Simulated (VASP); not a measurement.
Here is a VASP 6.6.1 calculation.

The input INCAR:

```
SYSTEM = Ni
PREC = Accurate
ENCUT = 520
EDIFF = 1E-6
ISMEAR = 0
SIGMA = 0.1
LREAL = .FALSE.
LASPH = .TRUE.
NELM = 150
ALGO = Normal
ISIF = 2
LWAVE = .FALSE.
LCHARG = .TRUE.
ISPIN = 2
MAGMOM = 0.77
LORBIT = 11
LMAXMIX = 4
GGA = PE
LELF = .TRUE.
LVHAR = .TRUE.
NBANDS = 15
```

File KPOINTS:

```
regular mesh
0
G
  26 26 26
  0 0 0
```

The input POSCAR:

```
Ni
1.0
    0.0000000000      1.7594578875      1.7594578875
    1.7594578875      0.0000000000      1.7594578875
    1.7594578875      1.7594578875      0.0000000000
Ni
1
Direct
    0.5000000000      0.5000000000      0.5000000000
```

Potentials or basis: VASP PAW PBE potentials, release 64 (Ni).

Launch:

```bash
$ cat potpaw_PBE.64/Ni/POTCAR > POTCAR
$ mpirun -np 1 vasp_std > vasp.out
```

What does it give for the site moments?

Ni +0.64 μB.

Predict the net moment.

0.63 μB per cell.

Estimate the pressure.

-0.2 GPa.
